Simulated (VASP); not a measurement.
Here is a VASP 6.6.1 calculation.

The input INCAR:

```
ALGO = Normal
EDIFF = 1E-7
ENCUT = 520
GGA = PS
ISIF = 2
ISMEAR = -1
LASPH = T
LCHARG = T
LELF = T
LREAL = F
LVHAR = T
LWAVE = F
NBANDS = 25
NELM = 60
PREC = Accurate
SIGMA = 0.05
```

File KPOINTS:

```
k-points
0
Gamma
  8 8 9
```

Contents of POSCAR:

```
Hg
1.0
    4.5400020208      0.0000000000      0.0000000000
   -2.2700010104      3.9317570832      0.0000000000
    0.0000000000      0.0000000000      3.8313000000
Hg
3
Direct
    0.3333333333      0.6666666667      0.5000000000
    0.0000000000      0.0000000000      0.0000000000
    0.6666666667      0.3333333333      0.5000000000
```

Potentials or basis: VASP PAW PBE potentials, release 64 (Hg).

Command:

```console
$ cat potpaw_PBE.64/Hg/POTCAR > POTCAR
$ mpirun -np 1 vasp_std > vasp.out
```

Q: Predict the band gap on the k mesh.

A: Zero (bands 18 and 19 overlap by 5.12 eV).

Q: Predict the pressure.

A: 9.0 GPa.

Stress tensor (GPa, compression positive):
```
13.48  0.00  0.00
 0.00 13.48  0.00
 0.00  0.00  0.18
```

Caveat: the cell differs from its parent crystal (zz strain of -1 %); the cell stands under pressure; the PAW data sets were made with another functional, which shifts forces and pressure a little; spin-orbit coupling is left out, which moves the levels of the heavy elements.
